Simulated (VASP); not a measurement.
A run of VASP 6.6.1 is set up as follows.

POSCAR

```
BaTiO3
1.0
    4.0060000000      0.0000000000      0.0000000000
    0.0000000000      4.0060000000      0.0000000000
    0.0000000000      0.0000000000      4.0060000000
Ba Ti O
1 1 3
Direct
    0.5000000000      0.5000000000      0.5000000000
    0.0000000000      0.0000000000      0.0000000000
    0.0000000000      0.0000000000      0.5000000000
    0.0000000000      0.5000000000      0.0000000000
    0.5000000000      0.0000000000      0.0000000000
```

File INCAR.step1:

```
SYSTEM = BaTiO3
PREC     = Accurate       ! precision mode
ENCUT    = 520            ! plane-wave cutoff, eV
ISMEAR   = -1             ! smearing method
SIGMA    = 0.05           ! smearing width, eV
LREAL    = .FALSE.        ! projectors in reciprocal space
LASPH    = .TRUE.         ! aspherical terms in the spheres
NELM     = 100            ! most SCF steps
NBANDS   = 28             ! bands
GGA      = PE             ! functional
ALGO     = Normal         ! electronic algorithm
EDIFF    = 1E-4           ! SCF threshold, eV
LWAVE    = .TRUE.         ! write WAVECAR
LCHARG   = .FALSE.        ! write CHGCAR
```

The input INCAR.step2:

```
SYSTEM = BaTiO3
PREC     = Accurate       ! precision mode
ENCUT    = 520            ! plane-wave cutoff, eV
EDIFF    = 1E-6           ! SCF threshold, eV
ISMEAR   = -1             ! smearing method
SIGMA    = 0.05           ! smearing width, eV
LREAL    = .FALSE.        ! projectors in reciprocal space
LASPH    = .TRUE.         ! aspherical terms in the spheres
NELM     = 100            ! most SCF steps
ALGO     = Normal         ! electronic algorithm
ISIF     = 2              ! what is computed and relaxed
LWAVE    = .FALSE.        ! write WAVECAR
LCHARG   = .FALSE.        ! write CHGCAR
METAGGA  = R2SCAN         ! meta-GGA
LMIXTAU  = .TRUE.       
NBANDS   = 28             ! bands
ISTART   = 1
```

The input KPOINTS:

```
regular mesh
0
G
  7 7 7
  0 0 0
```

Potentials or basis: VASP PAW PBE potentials, release 64 (Ba_sv, Ti_sv, O).

Launch:

```sh
$ cat potpaw_PBE.64/Ba_sv/POTCAR potpaw_PBE.64/Ti_sv/POTCAR potpaw_PBE.64/O/POTCAR > POTCAR
$ cp INCAR.step1 INCAR
$ mpirun -np 1 vasp_std > vasp.out
$ cp INCAR.step2 INCAR
$ mpirun -np 1 vasp_std > vasp.out
```

Q: What does it give for the band gap on the k mesh?

A: 2.19 eV, indirect (least direct gap 2.29 eV).

Q: Estimate the pressure.

A: 0.3 GPa.

Caveat: the PAW data sets were made with another functional, which shifts forces and pressure a little; spin-orbit coupling is left out, which moves the levels of the heavy elements. r2SCAN opens gaps a little over a GGA but as a rule still falls short of measured ones.
